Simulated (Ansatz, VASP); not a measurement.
Two plane-wave programs on Si3Ge13

Contents of INCAR:

```
SYSTEM = Si3Ge13
PREC = Accurate ; ENCUT = 520
EDIFF = 1E-7 ; ISMEAR = 0
SIGMA = 0.01 ; LREAL = Auto
LASPH = .TRUE. ; NELM = 60
ALGO = Normal ; ISIF = 2
LWAVE = .FALSE. ; LCHARG = .FALSE.
GGA = PS ; NBANDS = 111
```

KPOINTS

```
Automatic mesh
0
G
  3 3 3
  0 0 0
```

Contents of POSCAR:

```
Si3Ge13
1.0
    0.0010817937      5.6223443528     -5.6224345120
    5.6234261464      5.6234261464      0.0000000000
    5.6233582562      0.0000678902     -5.6234484154
Si Ge
3 13
Direct
    0.5000014571      0.0000952164      0.4998081101
    0.5042366240      0.4985894496      0.4985844768
    0.8707128913      0.3763504306      0.3765862475
   -0.0014525411      0.0044829428      0.4984300410
   -0.0014525411      0.4985395573      0.4984300410
    0.4999055985      0.0000646623      0.0001421244
    0.4999055985      0.4998876147      0.0001421244
   -0.0000995970      0.0000064218      0.0000867535
   -0.0014948686      0.4984808730      0.0045331225
    0.3780204787      0.3719617869      0.3780311549
    0.3780204787      0.8719865795      0.3780311549
    0.8704521834      0.8764288827      0.3766900513
    0.3766141464      0.3764684767      0.8704489001
    0.3766827298      0.8764704512      0.8703763678
    0.8749736806      0.3751555738      0.8748396649
    0.8749736806      0.8750310807      0.8748396649
```

Input for Ansatz:

```yaml
crystal:
  lattice:
    - [0.0010817937, 5.6223443528, -5.622434512]
    - [5.6234261464, 5.6234261464, 0.0]
    - [5.6233582562, 6.78902e-05, -5.6234484154]
  atoms:
    - { symbol: Si, position: [0.5000014571, 9.52164e-05, 0.4998081101] }
    - { symbol: Si, position: [0.504236624, 0.4985894496, 0.4985844768] }
    - { symbol: Ge, position: [-0.0014525411, 0.0044829428, 0.498430041] }
    - { symbol: Ge, position: [-0.0014525411, 0.4985395573, 0.498430041] }
    - { symbol: Ge, position: [0.4999055985, 6.46623e-05, 0.0001421244] }
    - { symbol: Ge, position: [0.4999055985, 0.4998876147, 0.0001421244] }
    - { symbol: Ge, position: [-9.9597e-05, 6.4218e-06, 8.67535e-05] }
    - { symbol: Ge, position: [-0.0014948686, 0.498480873, 0.0045331225] }
    - { symbol: Ge, position: [0.3780204787, 0.3719617869, 0.3780311549] }
    - { symbol: Ge, position: [0.3780204787, 0.8719865795, 0.3780311549] }
    - { symbol: Si, position: [0.8707128913, 0.3763504306, 0.3765862475] }
    - { symbol: Ge, position: [0.8704521834, 0.8764288827, 0.3766900513] }
    - { symbol: Ge, position: [0.3766141464, 0.3764684767, 0.8704489001] }
    - { symbol: Ge, position: [0.3766827298, 0.8764704512, 0.8703763678] }
    - { symbol: Ge, position: [0.8749736806, 0.3751555738, 0.8748396649] }
    - { symbol: Ge, position: [0.8749736806, 0.8750310807, 0.8748396649] }
basis:
  ecutwfc: 420
kpoints:
  mp_grid: { grid: [3, 3, 3] }
  band_path: { path: [[0.0, 0.0, 0.0], [-0.020833, 0.0, 0.020833]], npoints: 1 }
hamiltonian:
  xc: pbesol
scf:
  occupations: { method: gaussian, width: 0.01 }
  n_extra_bands: 11
output:
  forces: true
  stress: true
  eigenvalues: true
```

Alike in both runs: task single point; functional PBEsol; k mesh 3 × 3 × 3; occupations gaussian, width 0.01 eV; no spin polarisation.

|  | VASP | Ansatz |
| --- | --- | --- |
| version | VASP 6.6.1 | Ansatz 0.2.0 |
| potentials or method | VASP PAW PBE potentials, release 64 (Si, Ge_d), cutoff 520 eV | scalar-relativistic, plane waves, PAW |
| valence electrons in the cell | 194 | 194 |

|  | VASP | Ansatz | Ansatz less VASP |
| --- | --- | --- | --- |
| gap on the k mesh at the Fermi level (eV) | 0.14 | 0.14 | -0.003 |
| least direct gap on the mesh (eV) | 0.14 | 0.14 | -0.003 |
| pressure (GPa) | -0.2 | -0.1 | +0.07 |
| rms of the force components (eV/Å) | 0.006 | 0.006 | +0.0001 |

VASP's potentials were made for PBE, not for PBEsol. With one functional, cell and mesh, what is left measures potentials, basis and numerics.
